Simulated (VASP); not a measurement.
Wanted: the native input for a VASP 6.6.1 run.

* Task: relaxation of cell and atoms
* Functional: LDA
* Potentials or basis: VASP PAW LDA potentials, release 64 (Li_sv)
* Cutoff: 750 eV
* k mesh: 8 × 8 × 8
* Occupations: methfessel-paxton, width 0.05 eV
* Spin: no spin polarisation
* Dipole correction: no
* Further INCAR settings: ALGO = Normal; EDIFF = 1e-07; IBRION = 2; EDIFFG = -0.02; NSW = 80; ISIF = 3

The structure of Li lies in POSCAR:

```
Li
1.0
   -1.7550000000      1.7550000000      1.7550000000
    1.7550000000     -1.7550000000      1.7550000000
    1.7550000000      1.7550000000     -1.7550000000
Li
1
Direct
    0.0000000000      0.0000000000      0.0000000000
```

One way to write it, as run:

INCAR

```
SYSTEM = Li
  PREC = Accurate
  ENCUT = 750
  EDIFF = 1E-7
  ISMEAR = 1
  SIGMA = 0.05
  LREAL = .FALSE.
  LASPH = .TRUE.
  NELM = 120
  ALGO = Normal
  ISIF = 3
  LWAVE = .FALSE.
  LCHARG = .FALSE.
  IBRION = 2
  NSW = 80
  EDIFFG = -0.02
  GGA_COMPAT = .FALSE.
  NELMIN = 4
```

KPOINTS

```
regular mesh
0
G
  8 8 8
  0 0 0
```

Potentials or basis: VASP PAW LDA potentials, release 64 (Li_sv).

The run is started by

```sh
$ cat potpaw_LDA.64/Li_sv/POTCAR > POTCAR
$ mpirun -np 1 vasp_std > vasp.out
```

Results of the run:

```yaml
Relaxed_volume: 18.97 Å³/atom
Relaxed_cell: a = 2.910 Å, b = 2.910 Å, c = 2.910 Å, α = 109.47°, β = 109.47°, γ = 109.47°
Space_group_after_relaxing_to_0.1_Å: Im-3m (No. 229)
Energy_gained_by_relaxing: 14.5 meV/atom
Ionic_steps: 4
Pressure_after_relaxing: 0.0 GPa
Band_gap_on_the_k_mesh: zero (an odd number of electrons rules out a gap without spin polarisation)
```

It took 13 s on 1 thread of Intel(R) Xeon(R) Platinum 8488C (Sapphire Rapids) (shared host), peak memory 0.13 GiB.
